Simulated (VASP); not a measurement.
# Co (P6_3/mmc) in VASP: notebook

Runs on Co. Level: PBE. Tasks: single point.

All numbers are computed with VASP 6.6.1; they aren't measurements. Logs are shortened: lines on timing, memory, paths and dates and some standing lists are left out, and cuts for length are marked.

## 1. The cell of the first run

It takes space group P6_3/mmc (No. 194, hexagonal). The conventional cell has a = 2.491 Å, b = 2.491 Å, c = 4.013 Å, α = 90.00°, β = 90.00°, γ = 120.00°. Co (site symmetry -6m2) has 12 Co at 2.47 to 2.49 Å within 3.3 Å.

## 2. Single point, PBE (volume scaled by 1.04)

Input file INCAR:

```
SYSTEM = Co
PREC = Accurate
ENCUT = 520
EDIFF = 1E-6
ISMEAR = -1
SIGMA = 0.1
LREAL = .FALSE.
LASPH = .TRUE.
NELM = 80
ALGO = Normal
ISIF = 2
LWAVE = .FALSE.
LCHARG = .FALSE.
GGA = PE
NBANDS = 16
```

Input file KPOINTS:

```
regular mesh
0
G
  24 24 13
  0 0 0
```

Input file POSCAR:

```
Co
1.0
    2.4907448865      0.0000000000      0.0000000000
   -1.2453724432      2.1570483460      0.0000000000
    0.0000000000      0.0000000000      4.0128108288
Co
2
Direct
    0.3333333333      0.6666666667      0.2500000000
    0.6666666667      0.3333333333      0.7500000000
```

Potentials or basis: VASP PAW PBE potentials, release 64 (Co).

Command:

```
$ cat potpaw_PBE.64/Co/POTCAR > POTCAR
$ mpirun -np 1 vasp_std > vasp.out
```

OUTCAR:

```text
SYSTEM = Co
   PREC = Accurate
   ENCUT = 520
   EDIFF = 1E-6
   ISMEAR = -1
   LREAL = .FALSE.
   LASPH = .TRUE.
   NELM = 80
   ISIF = 2
   GGA = PE

 ion  position               nearest neighbor table
   1  0.333  0.667  0.250-   2 2.47   2 2.47   2 2.47   2 2.47   2 2.47   2 2.47
   2  0.667  0.333  0.750-   1 2.47   1 2.47   1 2.47   1 2.47   1 2.47   1 2.47

  LATTYP: Found a hexagonal cell.
 ALAT       =     2.4907448865
 C/A-ratio  =     1.6110886549

  Lattice vectors:

 A1 = (   2.4907448865,   0.0000000000,   0.0000000000)
 A2 = (  -1.2453724432,   2.1570483460,   0.0000000000)
 A3 = (   0.0000000000,   0.0000000000,   4.0128108288)

Analysis of symmetry for initial positions (statically):
=====================================================================
 Subroutine PRICEL returns:
 Original cell was already a primitive cell.

 Routine SETGRP: Setting up the symmetry group for a
 hexagonal supercell.

 Subroutine GETGRP returns: Found 24 space group operations
 (whereof 12 operations were pure point group operations)
 out of a pool of 24 trial point group operations.

The static configuration has the point symmetry D_3d.
 The point group associated with its full space group is D_6h.

Analysis of symmetry for dynamics (positions and initial velocities):
=====================================================================
 Subroutine PRICEL returns:
 Original cell was already a primitive cell.

 Routine SETGRP: Setting up the symmetry group for a
 hexagonal supercell.

 Subroutine GETGRP returns: Found 24 space group operations
 (whereof 12 operations were pure point group operations)
 out of a pool of 24 trial point group operations.

The dynamic configuration has the point symmetry D_3d.
 The point group associated with its full space group is D_6h.

 Subroutine INISYM returns: Found 24 space group operations
 (whereof 12 operations are pure point group operations),
 and found     1 'primitive' translations

----------------------------------------------------------------------------------------

                                     Primitive cell

  volume of cell :      21.5595

  direct lattice vectors                    reciprocal lattice vectors
     2.490744886  0.000000000  0.000000000     0.401486321  0.231798235  0.000000000
    -1.245372443  2.157048346  0.000000000     0.000000000  0.463596471  0.000000000
     0.000000000  0.000000000  4.012810829     0.000000000  0.000000000  0.249201879

  length of vectors
     2.490744886  2.490744886  4.012810829     0.463596471  0.463596471  0.249201879

  position of ions in fractional coordinates (direct lattice)
     0.333333333  0.666666667  0.250000000
     0.666666667  0.333333333  0.750000000

  ion indices of the primitive-cell ions
   primitive index   ion index
                 1           1
                 2           2

----------------------------------------------------------------------------------------

 KPOINTS: regular mesh

Automatic generation of k-mesh.
 Grid dimensions read from file:
 generate k-points for:   24   24   13

 Generating k-lattice:

  Cartesian coordinates                     Fractional coordinates (reciprocal lattice)
     0.016728597  0.009658260  0.000000000     0.041666667  0.000000000  0.000000000
     0.000000000  0.019316520  0.000000000     0.000000000  0.041666667  0.000000000
     0.000000000  0.000000000  0.019169375     0.000000000  0.000000000  0.076923077

  Length of vectors
     0.019316520  0.019316520  0.019169375

  Shift w.r.t. Gamma in fractional coordinates (k-lattice)
     0.000000000  0.000000000  0.000000000

 Subroutine IBZKPT returns following result:
 ===========================================

 Found    427 irreducible k-points:

 Following reciprocal coordinates:
            Coordinates               Weight
  0.000000  0.000000  0.000000      1.000000
  0.041667  0.000000  0.000000      6.000000
  0.083333  0.000000  0.000000      6.000000
  0.125000  0.000000  0.000000      6.000000
  0.166667  0.000000  0.000000      6.000000
  0.208333  0.000000  0.000000      6.000000
[... 16 lines left out ...]
  0.416667  0.041667  0.000000     12.000000
  0.458333  0.041667  0.000000     12.000000
 [... further k-points ...]
   k-points           NKPTS =    427   k-points in BZ     NKDIM =    427   number of bands    NBANDS=     16
   number of dos      NEDOS =    301   number of ions     NIONS =      2
   total plane-waves  NPLWV =  12000
   dimension x,y,z NGX =    20 NGY =   20 NGZ =   30
   dimension x,y,z NGXF=    40 NGYF=   40 NGZF=   60
   ions per type =               2
   NGX,Y,Z   is equivalent  to a cutoff of  13.35, 13.35, 12.43 a.u.
   NGXF,Y,Z  is equivalent  to a cutoff of  26.70, 26.70, 24.86 a.u.
 SYSTEM =  Co
   PREC   = accura    normal or accurate (medium, high low for compatibility)
   ISTART =      0    job   : 0-new  1-cont  2-samecut
   ICHARG =      2    charge: 1-file 2-atom 10-const
   ISPIN  =      1    spin polarized calculation?
   LNONCOLLINEAR =      F non collinear calculations
   LSORBIT =      F    spin-orbit coupling
   LASPH  =      T    aspherical Exc in radial PAW
   ENCUT  =  520.0 eV  38.22 Ry    6.18 a.u.   4.63  4.63  7.46*2*pi/ulx,y,z
   NELM   =     80;   NELMIN=  2; NELMDL= -5     # of ELM steps
   EDIFF  = 0.1E-05   stopping-criterion for ELM
   LREAL  =      F    real-space projection
   EDIFFG = 0.1E-04   stopping-criterion for IOM
   NSW    =      0    number of steps for IOM
   IBRION =     -1    ionic relax: 0-MD 1-quasi-New 2-CG
   NFREE  =      0    steps in history (QN), initial steepest desc. (CG)
   ISIF   =      2    stress and relaxation
   ISYM   =      2    0-nonsym 1-usesym 2-fastsym
   POTIM  = 0.5000    time-step for ionic-motion
   TEBEG  =    0.0;   TEEND  =   0.0 temperature during run
   PSTRESS=    0.0 pullay stress
   NELECT =      18.0000    total number of electrons
   NUPDOWN=      -1.0000    fix difference up-down
   EMIN   =  10.00;   EMAX   =-10.00  energy-range for DOS
   EFERMI =   0.00;   METHOD = LEGACY
   ISMEAR =    -1;   SIGMA  =   0.10  broadening in eV -4-tet -1-fermi 0-gaus
   EFERMI_NEDOS =   21; number of points for ismear=-14 and -15
   IALGO  =     38    algorithm
   IMIX   =      4    mixing-type and parameters
     AMIX     =   0.40;   BMIX     =  1.00
     AMIX_MAG =   1.60;   BMIX_MAG =  1.00
  volume/ion in A,a.u.               =      10.78        72.75
  Fermi-wavevector in a.u.,A,eV,Ry     =   1.541534  2.913077 32.331886  2.376327
  Thomas-Fermi vector in A             =   2.647466
   LORBIT       =      0    0 simple, 1 ext, 2 COOP (PROOUT), +10 PAW based schemes
   GGA     = PE    functional components
   LHFCALC =     F    Hartree Fock is set to
   AEXX    =    0.0000 exact exchange contribution
   IVDW    =     0    specifies the selected vdW correction
   LEPSILON=     F    determine dielectric tensor
   LRPA    =     F    only Hartree local field effects (RPA)
 non-spin polarized calculation
  energy-cutoff  :      520.00
  volume of cell :       21.56
 maximum number of plane-waves:       596
 NGX is ok and might be reduce to    20
   NGX =  9   NGY =  9   NGZ = 15

 number of electron      17.9999994 magnetization

 Free energy of the ion-electron system (eV)
  ---------------------------------------------------
  ext. energy  EPLUGINS =         0.00000000
  ---------------------------------------------------
  free energy    TOTEN  =       -13.70295129 eV

  energy without entropy =      -13.51352504  energy(sigma->0) =      -13.60823816

 E-fermi :  10.2480     XC(G=0): -13.4586

 val. band max:       10.2470909391   @ k =   0.1250   0.0833   0.4615
 cond. band min:      10.2484246758   @ k =   0.3333   0.3333   0.0769
 fundamental gap:      0.0013337367
 Fermi energy:        10.2479520924

 k-point     1 :       0.0000    0.0000    0.0000
  band No.  band energies     occupation
      1       1.3897      2.00000
      2       5.6230      2.00000
      3       8.4649      2.00000
      4       8.4867      2.00000
      5       8.4867      2.00000
      6       8.8293      2.00000
[... 8 lines left out ...]
     15      35.0702      0.00000
     16      35.0707      0.00000

 k-point     2 :       0.0417    0.0000    0.0000
  band No.  band energies     occupation
      1       1.4511      2.00000
      2       5.6625      2.00000
      3       8.3606      2.00000
      4       8.5167      2.00000
      5       8.5810      2.00000
      6       8.8130      2.00000
[... 8 lines left out ...]
     15      33.7658      0.00000
     16      34.1917      0.00000

 k-point     3 :       0.0833    0.0000    0.0000
  band No.  band energies     occupation
      1       1.6338      2.00000
      2       5.7768      2.00000
      3       8.2277      2.00000
      4       8.6054      2.00000
      5       8.6782      2.00000
      6       8.7762      2.00000
[... 8 lines left out ...]
     15      32.8373      0.00000
     16      32.9320      0.00000

 k-point     4 :       0.1250    0.0000    0.0000
  band No.  band energies     occupation
      1       1.9335      2.00000
      2       5.9524      2.00000
      3       8.0764      2.00000
      4       8.5283      2.00000
      5       8.6659      2.00000
      6       8.7491      2.00000
[... 8 lines left out ...]
     15      31.6959      0.00000
     16      32.3353      0.00000

 k-point     5 :       0.1667    0.0000    0.0000
  band No.  band energies     occupation
      1       2.3422      2.00000
      2       6.1636      2.00000
      3       7.9187      2.00000
      4       8.0902      2.00000
      5       8.5835      2.00000
      6       8.9154      2.00000
[... 8 lines left out ...]
     15      30.5227      0.00000
     16      31.9081      0.00000

 k-point     6 :       0.2083    0.0000    0.0000
  band No.  band energies     occupation
      1       2.8467      2.00000
      2       6.3675      2.00000
      3       7.6961      2.00000
      4       7.7788      2.00000
      5       8.5063      2.00000
      6       8.8031      2.00000
[... 8 lines left out ...]
     15      29.4277      0.00000
     16      31.4273      0.00000

 k-point     7 :       0.2500    0.0000    0.0000
  band No.  band energies     occupation
      1       3.4270      2.00000
      2       6.5055      2.00000
      3       7.3540      2.00000
      4       7.6893      2.00000
      5       8.4666      2.00000
      6       8.6899      2.00000
[... 8 lines left out ...]
     15      28.4238      0.00000
     16      30.4983      0.00000

 k-point     8 :       0.2917    0.0000    0.0000
  band No.  band energies     occupation
      1       4.0513      2.00000
      2       6.5356      2.00000
      3       7.0654      2.00000
      4       7.6681      2.00000
      5       8.4909      2.00000
      6       8.5827      2.00000
[... 8 lines left out ...]
     15      27.5252      0.00000
     16      28.9493      0.00000

 k-point     9 :       0.3333    0.0000    0.0000
  band No.  band energies     occupation
      1       4.6709      2.00000
      2       6.4770      2.00000
      3       6.8305      2.00000
      4       7.7038      2.00000
      5       8.4873      2.00000
      6       8.5775      2.00000
[... 8 lines left out ...]
     15      26.7487      0.00000
     16      27.4826      0.00000
[... 172 lines left out ...]
 k-point    19 :       0.2500    0.0417    0.0000
  band No.  band energies     occupation
      1       3.7762      2.00000
      2       6.5595      2.00000
      3       7.1955      2.00000
      4       7.6360      2.00000
      5       8.4749      2.00000
      6       8.5822      2.00000
[... 8 lines left out ...]
     15      27.2988      0.00000
     16      29.7382      0.00000

 k-point    20 :       0.2917    0.0417    0.0000
  band No.  band energies     occupation
      1       4.4039      2.00000
      2       6.5390      2.00000
      3       6.9391      2.00000
      4       7.6441      2.00000
      5       8.4883      2.00000
      6       8.5323      2.00000
[... 8 lines left out ...]
     15      26.5285      0.00000
     16      28.2338      0.00000

 k-point    21 :       0.3333    0.0417    0.0000
  band No.  band energies     occupation
      1       4.9950      2.00000
      2       6.4541      2.00000
      3       6.7348      2.00000
      4       7.7059      2.00000
      5       8.4103      2.00000
      6       8.6363      2.00000
[... 8 lines left out ...]
     15      25.8620      0.00000
     16      26.8140      0.00000

 k-point    22 :       0.3750    0.0417    0.0000
  band No.  band energies     occupation
      1       5.4788      2.00000
      2       6.3512      2.00000
      3       6.5823      2.00000
      4       7.8222      2.00000
      5       8.3510      2.00000
      6       8.5868      2.00000
[... 8 lines left out ...]
     15      25.3138      0.00000
     16      25.4967      0.00000

 k-point    23 :       0.4167    0.0417    0.0000
  band No.  band energies     occupation
      1       5.8089      2.00000
      2       6.2535      2.00000
      3       6.4810      2.00000
      4       7.9712      2.00000
      5       8.3116      2.00000
      6       8.5311      2.00000
[... 8 lines left out ...]
     15      24.3357      0.00000
     16      24.8659      0.00000

 k-point    24 :       0.4583    0.0417    0.0000
  band No.  band energies     occupation
      1       5.9947      2.00000
      2       6.1682      2.00000
      3       6.4305      2.00000
      4       8.0800      2.00000
      5       8.2921      2.00000
      6       8.5017      2.00000
[... 8 lines left out ...]
     15      23.5228      0.00000
     16      24.4789      0.00000

 [... further k-points ...]
[... 5 lines left out ...]
  --------------------------------------------------------------------------------------
  -------------------------------------------------------------------------------------
  Total       -1.2512427     -1.2512427     -1.2912819     -0.0000000      0.0000000      0.0000000
  in kB      -92.9853048    -92.9853048    -95.9607917     -0.0000000      0.0000000      0.0000000
  external PRESSURE =     -93.9771338 kB  Pullay stress =       0.0000000 kB

 VOLUME and BASIS-vectors are now :
 -----------------------------------------------------------------------------
  energy-cutoff  :      520.00
  volume of cell :       21.56
      direct lattice vectors                 reciprocal lattice vectors
     2.490744886  0.000000000  0.000000000     0.401486321  0.231798235  0.000000000
    -1.245372443  2.157048346  0.000000000     0.000000000  0.463596471  0.000000000
     0.000000000  0.000000000  4.012810829     0.000000000  0.000000000  0.249201879

 POSITION                                       TOTAL-FORCE (eV/Angst)
 -----------------------------------------------------------------------------------
     -0.00000      1.43803      1.00320         0.000000      0.000000      0.000000
      1.24537      0.71902      3.00961        -0.000000     -0.000000      0.000000
 -----------------------------------------------------------------------------------
    total drift:                               -0.000000      0.000000     -0.000000

  FREE ENERGIE OF THE ION-ELECTRON SYSTEM (eV)
  ---------------------------------------------------
  free  energy   TOTEN  =       -13.7029512854 eV

  energy  without entropy=      -13.5135250397  energy(sigma->0) =      -13.60823816
```

It took 51 s on 1 thread of Intel Xeon 6975P-C (Granite Rapids), shared host; peak memory 0.23 GiB.

Results:

* Free energy: -13.7030 eV
* Pressure: -9.4 GPa
* Band gap on the k mesh: zero (band 9 reaches 10.60 eV, above the bottom of band 10 at 9.16 eV)

Stress tensor (GPa, compression positive):
```
-9.30  0.00  0.00
 0.00 -9.30  0.00
 0.00  0.00 -9.60
```

Caveat: the run has no spin polarisation, though such a crystal can be magnetic. Spin polarisation is off, so any magnetic state and its effect on volume and gap are missing.

(Part 1 of 2 ends here.)
